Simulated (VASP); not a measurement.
# PF2 (P6/mmm) in VASP: notebook

The runs below take PF2 through single point, relaxation of cell and atoms, with PBE+D3(BJ).

All numbers are computed with VASP 6.6.1; they aren't measurements. Logs are shortened: lines on timing, memory, paths and dates and some standing lists are left out, and cuts for length are marked.

### 1 The cell of the first run

The structure is hexagonal, space group P6/mmm (No. 191). The conventional cell has a = 4.985 Å, b = 4.985 Å, c = 2.312 Å, α = 90.00°, β = 90.00°, γ = 120.00°. P (site symmetry 6/mmm) has 2 P at 2.31 Å and 6 F at 2.88 Å within 3.1 Å. Within 3.1 Å of F (site symmetry -6m2) lie 5 F at 2.31 to 2.88 Å and 3 P at 2.88 Å.

The cell was generated, and may not be a known phase.

### 2 Single point, PBE+D3(BJ), collinear spin

INCAR reads:

```
PREC = Accurate ; ENCUT = 520
EDIFF = 1E-7 ; ISMEAR = 0
SIGMA = 0.1 ; LREAL = False
LASPH = True ; NELM = 150
ALGO = Normal ; ISIF = 2
LWAVE = False ; LCHARG = True
ISPIN = 2 ; MAGMOM = 0 1 1
LORBIT = 11 ; GGA = PE
IVDW = 12 ; LELF = True
LVHAR = True ; NBANDS = 20
```

KPOINTS reads:

```
Automatic mesh
0
Gamma
  6 6 8
```

POSCAR reads:

```
PF2
1.0
    4.9850734600      0.0000000000      0.0000000000
   -2.4925367300      4.3172002600      0.0000000000
    0.0000000000      0.0000000000      2.3123005600
P F
1 2
Direct
    0.0000000000      0.0000000000      0.5000000000
    0.3333333300      0.6666666700      0.5000000000
    0.6666666700      0.3333333300      0.5000000000
```

Potentials or basis: VASP PAW PBE potentials, release 64 (P, F).

Command:

```bash
$ cat potpaw_PBE.64/P/POTCAR potpaw_PBE.64/F/POTCAR > POTCAR
$ mpirun -np 1 vasp_std > vasp.out
```

OUTCAR:

```text
PREC = Accurate
   ENCUT = 520
   EDIFF = 1E-7
   ISMEAR = 0
   LREAL = False
   LASPH = True
   NELM = 150
   ISIF = 2
   ISPIN = 2
   LORBIT = 11
   GGA = PE
   IVDW = 12
 IVDW          = 12

 ion  position               nearest neighbor table
   1  0.000  0.000  0.500-
   2  0.333  0.667  0.500-
   3  0.667  0.333  0.500-

  LATTYP: Found a hexagonal cell.
 ALAT       =     4.9850734600
 C/A-ratio  =     0.4638448317

  Lattice vectors:

 A1 = (   4.9850734600,   0.0000000000,   0.0000000000)
 A2 = (  -2.4925367300,   4.3172002600,   0.0000000000)
 A3 = (   0.0000000000,   0.0000000000,   2.3123005600)

Analysis of symmetry for initial positions (statically):
=====================================================================
 Subroutine PRICEL returns:
 Original cell was already a primitive cell.

 Routine SETGRP: Setting up the symmetry group for a
 hexagonal supercell.

 Subroutine GETGRP returns: Found 24 space group operations
 (whereof 24 operations were pure point group operations)
 out of a pool of 24 trial point group operations.

The static configuration has the point symmetry D_6h.

Analysis of symmetry for dynamics (positions and initial velocities):
=====================================================================
 Subroutine PRICEL returns:
 Original cell was already a primitive cell.

 Routine SETGRP: Setting up the symmetry group for a
 hexagonal supercell.

 Subroutine GETGRP returns: Found 24 space group operations
 (whereof 24 operations were pure point group operations)
 out of a pool of 24 trial point group operations.

The dynamic configuration has the point symmetry D_6h.

Analysis of structural, dynamic, and magnetic symmetry:
=====================================================================
 Subroutine PRICEL returns:
 Original cell was already a primitive cell.

 Routine SETGRP: Setting up the symmetry group for a
 hexagonal supercell.

 Subroutine GETGRP returns: Found 24 space group operations
 (whereof 24 operations were pure point group operations)
 out of a pool of 24 trial point group operations.

The overall configuration has the point symmetry D_6h.

 Subroutine INISYM returns: Found 24 space group operations
 (whereof 24 operations are pure point group operations),
 and found     1 'primitive' translations

----------------------------------------------------------------------------------------

                                     Primitive cell

  volume of cell :      49.7643

  direct lattice vectors                    reciprocal lattice vectors
     4.985073460  0.000000000  0.000000000     0.200598849  0.115815800  0.000000000
    -2.492536730  4.317200260  0.000000000     0.000000000  0.231631599  0.000000000
     0.000000000  0.000000000  2.312300560     0.000000000  0.000000000  0.432469730

  length of vectors
     4.985073460  4.985073463  2.312300560     0.231631599  0.231631599  0.432469730

  position of ions in fractional coordinates (direct lattice)
     0.000000000  0.000000000  0.500000000
     0.333333330  0.666666670  0.500000000
     0.666666670  0.333333330  0.500000000

  ion indices of the primitive-cell ions
   primitive index   ion index
                 1           1
                 2           2
                 3           3

----------------------------------------------------------------------------------------

 KPOINTS: Automatic mesh

Automatic generation of k-mesh.
 Grid dimensions read from file:
 generate k-points for:    6    6    8

 Generating k-lattice:

  Cartesian coordinates                     Fractional coordinates (reciprocal lattice)
     0.033433142  0.019302633  0.000000000     0.166666667 -0.000000000  0.000000000
     0.000000000  0.038605267  0.000000000     0.000000000  0.166666667  0.000000000
     0.000000000  0.000000000  0.054058716     0.000000000  0.000000000  0.125000000

  Length of vectors
     0.038605267  0.038605267  0.054058716

  Shift w.r.t. Gamma in fractional coordinates (k-lattice)
     0.000000000  0.000000000  0.000000000

 Subroutine IBZKPT returns following result:
 ===========================================

 Found     35 irreducible k-points:

 Following reciprocal coordinates:
            Coordinates               Weight
  0.000000  0.000000  0.000000      1.000000
  0.166667  0.000000  0.000000      6.000000
  0.333333  0.000000  0.000000      6.000000
  0.500000  0.000000  0.000000      3.000000
  0.166667  0.166667  0.000000      6.000000
  0.333333  0.166667  0.000000     12.000000
[... 16 lines left out ...]
  0.166667  0.000000  0.375000     12.000000
  0.333333  0.000000  0.375000     12.000000
 [... further k-points ...]
   k-points           NKPTS =     35   k-points in BZ     NKDIM =     35   number of bands    NBANDS=     20
   number of dos      NEDOS =    301   number of ions     NIONS =      3
   total plane-waves  NPLWV =  28800
   dimension x,y,z NGX =    40 NGY =   40 NGZ =   18
[... 33 lines left out ...]
     AMIX     =   0.40;   BMIX     =  1.00
     AMIX_MAG =   1.60;   BMIX_MAG =  1.00
  volume/ion in A,a.u.               =      16.59       111.94
  Fermi-wavevector in a.u.,A,eV,Ry     =   1.187645  2.244324 19.191030  1.410501
  Thomas-Fermi vector in A             =   2.323792
   LORBIT       =     11    0 simple, 1 ext, 2 COOP (PROOUT), +10 PAW based schemes
   GGA     = PE    functional components
   LHFCALC =     F    Hartree Fock is set to
   AEXX    =    0.0000 exact exchange contribution
   IVDW    =    12    specifies the selected vdW correction
   LEPSILON=     F    determine dielectric tensor
   LRPA    =     F    only Hartree local field effects (RPA)
 spin polarized calculation
 Gauss-broadening in eV      SIGMA  =   0.10
  energy-cutoff  :      520.00
  volume of cell :       49.76
 maximum number of plane-waves:      1356
 NGX is ok and might be reduce to    40
   NGX = 19   NGY = 19   NGZ =  9

 number of electron      19.0000000 magnetization       2.0000000

 number of electron      19.0000000 magnetization      -0.2601230

 Free energy of the ion-electron system (eV)
  ---------------------------------------------------
  ext. energy  EPLUGINS =         0.00000000
  ---------------------------------------------------
  free energy    TOTEN  =        -8.52373115 eV

  energy without entropy =       -8.50283633  energy(sigma->0) =       -8.51328374

 E-fermi :  -0.6009     XC(G=0):  -8.9013

 val. band max:       -0.6012173617   @ k =   0.3333   0.1667   0.1250
 cond. band min:      -0.5812410051   @ k =   0.3333   0.0000   0.0000
 fundamental gap:      0.0199763566
 Fermi energy:        -0.6008996961

 spin component 1

 k-point     1 :       0.0000    0.0000    0.0000
  band No.  band energies     occupation
      1     -21.2826      1.00000
      2     -20.9676      1.00000
      3     -12.4266      1.00000
      4      -3.4002      1.00000
      5      -3.4002      1.00000
      6      -3.1143      1.00000
[... 12 lines left out ...]
     19      18.7387      0.00000
     20      18.7909      0.00000
[... 507 lines left out ...]
 k-point    24 :       0.3333    0.0000    0.3750
  band No.  band energies     occupation
      1     -20.4992      1.00000
      2     -20.3596      1.00000
      3      -8.9184      1.00000
      4      -3.3368      1.00000
      5      -2.9570      1.00000
      6      -2.8021      1.00000
[... 12 lines left out ...]
     19      17.2124      0.00000
     20      19.2753      0.00000

 [... further k-points ...]

 spin component 2

 k-point     1 :       0.0000    0.0000    0.0000
  band No.  band energies     occupation
      1     -21.4682      1.00000
      2     -21.1595      1.00000
      3     -12.4793      1.00000
      4      -3.4811      1.00000
      5      -3.4811      1.00000
      6      -3.2141      1.00000
[... 12 lines left out ...]
     19      18.6550      0.00000
     20      18.7537      0.00000
[... 507 lines left out ...]
 k-point    24 :       0.3333    0.0000    0.3750
  band No.  band energies     occupation
      1     -20.6915      1.00000
      2     -20.5545      1.00000
      3      -8.9714      1.00000
      4      -3.5781      1.00000
      5      -3.2468      1.00000
      6      -2.9071      1.00000
[... 12 lines left out ...]
     19      17.1828      0.00000
     20      19.2295      0.00000

 [... further k-points ...]

------------------------ aborting loop because EDIFF is reached ----------------------------------------

 Edisp (eV)   -0.35971

 E8    (eV) :    -0.1109

  FORCE on cell =-STRESS in cart. coord.  units (eV):
  Direction    XX          YY          ZZ          XY          YZ          ZX
  --------------------------------------------------------------------------------------
  -------------------------------------------------------------------------------------
  Total      -5.58319    -5.58319    -0.52146     0.00000    -0.00000     0.00000
  in kB    -179.75243  -179.75243   -16.78866     0.00000    -0.00000     0.00000
  external pressure =     -125.43 kB  Pullay stress =        0.00 kB

 VOLUME and BASIS-vectors are now :
 -----------------------------------------------------------------------------
  energy-cutoff  :      520.00
  volume of cell :       49.76
      direct lattice vectors                 reciprocal lattice vectors
     4.985073460  0.000000000  0.000000000     0.200598849  0.115815800  0.000000000
    -2.492536730  4.317200260  0.000000000     0.000000000  0.231631599  0.000000000
     0.000000000  0.000000000  2.312300560     0.000000000  0.000000000  0.432469730

 POSITION                                       TOTAL-FORCE (eV/Angst)
 -----------------------------------------------------------------------------------
      0.00000      0.00000      1.15615         0.000000     -0.000000      0.000000
     -0.00000      2.87813      1.15615        -0.000000      0.000000      0.000000
      2.49254      1.43907      1.15615         0.000000     -0.000000     -0.000000
 -----------------------------------------------------------------------------------
    total drift:                                0.000000     -0.000000      0.000000

  FREE ENERGIE OF THE ION-ELECTRON SYSTEM (eV)
  ---------------------------------------------------
  free  energy   TOTEN  =        -8.8834362130 eV

  energy  without entropy=       -8.8625413938  energy(sigma->0) =       -8.87298880

 total charge

# of ion       s       p       d       tot
------------------------------------------
    1        1.187   1.024   0.000   2.210
    2        1.757   4.119   0.000   5.875
    3        1.757   4.119   0.000   5.875
--------------------------------------------------
tot          4.700   9.261   0.000  13.961

 magnetization (x)

# of ion       s       p       d       tot
------------------------------------------
    1       -0.001  -0.026   0.000  -0.027
    2       -0.000  -0.098   0.000  -0.098
    3       -0.000  -0.098   0.000  -0.098
--------------------------------------------------
tot         -0.002  -0.222   0.000  -0.224
```

Run time: 80 s. Hardware: 1 thread of Oxide Virtual Turin-like, shared host; peak memory 0.19 GiB.

Results:

* Free energy: -8.8834 eV
* Pressure: -12.5 GPa
* Net moment: -0.26 μB per cell
* Site moments: P -0.03; F -0.10 μB
* Valence electrons inside the program's atomic spheres: P 2.21; F 5.88
* Dispersion energy per atom: -0.120 eV

Caveat: the stress differs along the axes, from -18 to -2 GPa; a moment this small can come from the mesh or the smearing.

### 3 Relaxation of cell and atoms, PBE+D3(BJ)

This run uses another cell than the first one, of 11.35 Å³/atom.

INCAR reads:

```
SYSTEM = PF2
PREC = Accurate ; ENCUT = 600
EDIFF = 1E-6 ; ISMEAR = 0
SIGMA = 0.1 ; LREAL = .FALSE.
LASPH = .TRUE. ; NELM = 60
ALGO = Normal ; ISIF = 3
LWAVE = .FALSE. ; LCHARG = .FALSE.
GGA = PE ; IVDW = 12
IBRION = 2 ; NSW = 100
EDIFFG = -0.01
```

KPOINTS reads:

```
Automatic mesh
0
G
  12 12 16
  0 0 0
```

POSCAR reads:

```
PF2
1.0
    3.7852579528      0.0000000000      0.0000000000
   -1.8926289764      3.2781295470      0.0000000000
    0.0000000000      0.0000000000      2.7439753376
P F
1 2
Direct
    0.0000000000      0.0000000000      0.5000000000
    0.3333333333      0.6666666667      0.5000000000
    0.6666666667      0.3333333333      0.5000000000
```

Potentials or basis: VASP PAW PBE potentials, release 64 (P, F).

Command:

```bash
$ cat potpaw_PBE.64/P/POTCAR potpaw_PBE.64/F/POTCAR > POTCAR
$ mpirun -np 1 vasp_std > vasp.out
```

It took 4 min on 1 thread of Oxide Virtual Turin-like, shared host; peak memory 0.19 GiB.

It converged, with:

```yaml
Free_energy: -12.4480 eV
Relaxed_volume: 11.22 Å³/atom
Relaxed_cell: a = 3.784 Å, b = 3.784 Å, c = 2.714 Å, α = 90.00°, β = 90.00°, γ = 120.00°
Space_group_after_relaxing_to_0.1_Å: P6/mmm (No. 191)
Energy_gained_by_relaxing: 0.7 meV/atom
Ionic_steps: 7
Pressure_after_relaxing: 0.0 GPa
Band_gap_on_the_k_mesh: zero (an odd number of electrons rules out a gap without spin polarisation)
Dispersion_energy_per_atom: -0.153 eV
```

Step by step:
```csv
step,energy change (eV),largest force (eV/Å),pressure (GPa),volume (Å³)
1,0.0000,0.0000,-0.70,34.05
2,-0.0017,0.0000,-0.21,33.80
3,-0.0021,0.0000,0.10,33.65
4,-0.0021,0.0000,0.13,33.63
5,-0.0021,0.0000,0.14,33.63
6,-0.0021,0.0000,-0.08,33.67
7,-0.0021,0.0000,0.01,33.65
```

Final structure:
```
P F
1.0
     3.78362    0.00000    0.00000
    -1.89181    3.27671    0.00000
     0.00000    0.00000    2.71425
P F
1 2
Direct
  0.00000 0.00000 0.50000
  0.33333 0.66667 0.50000
  0.66667 0.33333 0.50000
```

Levels at points of the mesh, in eV from the Fermi level:
| k point | band 5 | band 6 | band 7 | band 8 | band 9 | band 10 | band 11 | band 12 | band 13 |
| --- | --- | --- | --- | --- | --- | --- | --- | --- | --- |
| (0.00, 0.00, 0.00) | -7.29 | -6.13 | -6.13 | -4.71 | -3.28 | 2.49 | 2.49 | 4.80 | 8.80 |
| (0.50, 0.00, 0.00) | -5.22 | -4.15 | -3.94 | -3.78 | -3.73 | 0.85 | 2.59 | 4.26 | 9.66 |
| (0.00, 0.00, 0.50) | -6.91 | -6.91 | -5.52 | -5.52 | -4.46 | -2.37 | 3.77 | 3.77 | 8.40 |
| (0.50, 0.00, 0.50) | -6.24 | -5.91 | -4.79 | -3.79 | -3.62 | -2.55 | 2.68 | 4.05 | 7.01 |

Caveat: an odd number of electrons without spin polarisation forces a metal; a magnetic or distorted state may lie lower.

### 4 Relaxation of cell and atoms, PBE+D3(BJ), collinear spin

INCAR reads:

```
PREC     = Accurate       # precision mode
ENCUT    = 600            # plane-wave cutoff, eV
EDIFF    = 1E-6           # SCF threshold, eV
ISMEAR   = 0              # smearing method
SIGMA    = 0.1            # smearing width, eV
LREAL    = False          # projectors in reciprocal space
LASPH    = True           # aspherical terms in the spheres
NELM     = 150            # most SCF steps
ALGO     = Fast           # electronic algorithm
ISIF     = 3              # what is computed and relaxed
LWAVE    = False          # write WAVECAR
LCHARG   = False          # write CHGCAR
ISPIN    = 2              # spin polarisation
MAGMOM   = 0 1 1          # initial moments
LORBIT   = 11             # projections on sites
GGA      = PE             # functional
IVDW     = 12             # dispersion correction
IBRION   = 2              # ionic algorithm
NSW      = 90             # ionic steps
EDIFFG   = -0.04          # ionic threshold
```

KPOINTS reads:

```
regular mesh
0
Gamma
  6 6 8
```

POSCAR reads:

```
PF2
1.0
    4.9850734600      0.0000000000      0.0000000000
   -2.4925367300      4.3172002600      0.0000000000
    0.0000000000      0.0000000000      2.3123005600
P F
1 2
Direct
    0.0000000000      0.0000000000      0.5000000000
    0.3333333300      0.6666666700      0.5000000000
    0.6666666700      0.3333333300      0.5000000000
```

Command:

```bash
$ cat potpaw_PBE.64/P/POTCAR potpaw_PBE.64/F/POTCAR > POTCAR
$ mpirun -np 1 vasp_std > vasp.out
```

Wall time 7.3 min (1 thread of Oxide Virtual Turin-like, shared host); peak memory 0.2 GiB.

Results (log left out):

* Free energy: -12.4065 eV
* Relaxed volume: 11.26 Å³/atom
* Relaxed cell: a = 3.782 Å, b = 3.782 Å, c = 2.726 Å, α = 90.00°, β = 90.00°, γ = 120.00°
* Space group after relaxing (to 0.1 Å): P6/mmm (No. 191)
* Energy gained by relaxing: 1174.0 meV/atom
* Ionic steps: 12
* Pressure after relaxing: 0.1 GPa
* Net moment: 0.00 μB per cell
* Valence electrons inside the program's atomic spheres: P 2.11; F 6.05
* Dispersion energy per atom: -0.153 eV

Stress tensor (GPa, compression positive):
```
 0.27  0.00  0.00
 0.00  0.27  0.00
 0.00  0.00 -0.15
```

Step by step:
```
step  energy change (eV)  largest force (eV/Å)  pressure (GPa)  volume (Å³)
   1              0.0000                0.0000          -12.72        49.76
   2             -1.2413                0.0000          -11.71        40.74
   3             -2.9421                0.0000           21.15        28.10
   4             -2.9140                0.0000            5.95        30.45
   5             -2.9673                0.0000           13.58        29.12
   6             -3.0012                0.0000           34.36        27.81
   7             -3.1337                0.0000           19.91        28.53
   8             -3.3960                0.0000            3.67        31.76
   9             -3.4328                0.0000           -2.56        33.53
  10             -3.5140                0.0000           -2.53        34.31
  11             -3.5168                0.0000           -2.44        34.49
  12             -3.5221                0.0000            0.13        33.78
```

Final structure:
```
CELL_PARAMETERS angstrom
3.78236 0.00000 0.00000
-1.89118 3.27562 0.00000
0.00000 0.00000 2.72615
ATOMIC_POSITIONS crystal
P 0.00000 0.00000 0.50000
F 0.33333 0.66667 0.50000
F 0.66667 0.33333 0.50000
```

Levels at points of the mesh, in eV from the Fermi level:
Spin up:
```csv
k point,band 5,band 6,band 7,band 8,band 9,band 10,band 11,band 12,band 13,band 14
"(0.00, 0.00, 0.00)",-7.28,-6.10,-6.10,-4.73,-3.28,2.53,2.53,4.74,8.74,11.69
"(0.50, 0.00, 0.00)",-5.20,-4.16,-3.90,-3.76,-3.74,0.90,2.64,4.20,9.65,11.69
"(0.00, 0.00, 0.50)",-6.90,-6.90,-5.51,-5.51,-4.44,-2.30,3.79,3.79,8.46,8.46
"(0.50, 0.00, 0.50)",-6.21,-5.87,-4.78,-3.73,-3.61,-2.54,2.70,4.07,7.06,7.77
```
Spin down:
```
           k point  band 7  band 8  band 9  band 10  band 11  band 12
(0.00, 0.00, 0.00)   -6.10   -4.73   -3.28     2.53     2.53     4.75
(0.50, 0.00, 0.00)   -3.90   -3.76   -3.74     0.90     2.64     4.20
(0.00, 0.00, 0.50)   -5.51   -5.51   -4.44    -2.30     3.80     3.80
(0.50, 0.00, 0.50)   -4.78   -3.73   -3.61    -2.53     2.70     4.07
```

Caveat: the volume moved by over 15 % at a fixed basis, so the end points are rough.

### 5 Overview

| task | spin | cell | k mesh | cutoff (eV) | gap on the mesh (eV) | pressure (GPa) | moment (μB) | relaxed volume (Å³/atom) |
| --- | --- | --- | --- | --- | --- | --- | --- | --- |
| single point | collinear | a = 4.985, b = 4.985, c = 2.312 Å, angles 90.0, 90.0, 120.0°, 3 atoms | 6 × 6 × 8 | 520 | none | -12.5 | 0.26 | - |
| relaxation of cell and atoms | off | relaxed from a = 3.785, b = 3.785, c = 2.744 Å, angles 90.0, 90.0, 120.0°, 3 atoms | 12 × 12 × 16 | 600 | none | 0.0 | - | 11.22 |
| relaxation of cell and atoms | collinear | relaxed from a = 4.985, b = 4.985, c = 2.312 Å, angles 90.0, 90.0, 120.0°, 3 atoms | 6 × 6 × 8 | 600 | none | 0.1 | 0.00 | 11.26 |

Alike in all rows: level PBE+D3(BJ); potentials or basis VASP PAW PBE potentials, release 64 (P, F); smearing gaussian 0.1 eV.

Caveats: the stress differs along the axes, from -18 to -2 GPa (at least some runs); a moment this small can come from the mesh or the smearing (at least some runs); an odd number of electrons without spin polarisation forces a metal (at least some runs); a magnetic or distorted state may lie lower (at least some runs); the volume moved by over 15 % at a fixed basis, so the end points are rough (at least some runs).

Absolute energies hang on the potentials; compare differences alone.

The gap in the log of VASP goes by the Fermi energy; the results here count the filled bands.